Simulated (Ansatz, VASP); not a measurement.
# ZnS: VASP beside Ansatz

```
Zn S
1.0
     3.73823    0.00000    0.00000
    -1.86912    3.23740    0.00000
     0.00000    0.00000    6.14300
Zn S
2 2
Direct
  0.33333 0.66667 0.00559
  0.66667 0.33333 0.50559
  0.33333 0.66667 0.37941
  0.66667 0.33333 0.87941
```

Alike in both runs: functional LDA; k mesh 10 × 10 × 6; occupations fermi-dirac, width 0.08 eV; no spin polarisation.

Ansatz relaxed the structure, and its values are those at the end. VASP's run is a single point on that final structure, the one shown.

|  | VASP | Ansatz |
| --- | --- | --- |
| version | VASP 6.6.1 | Ansatz 0.2.0 |
| potentials or method | VASP PAW LDA potentials, release 64 (Zn, S) | PAW with Ansatz's default frozen-core files, scalar-relativistic |
| plane-wave cutoff (eV) | 520 | 420 |
| valence electrons in the cell | 36 | 36 |

|  | VASP | Ansatz | Ansatz less VASP |
| --- | --- | --- | --- |
| pressure (GPa) | 0.2 | 0.0 | -0.24 |

LDA's correlation is that of Perdew and Zunger in VASP and of Perdew and Wang (1992) in Ansatz.
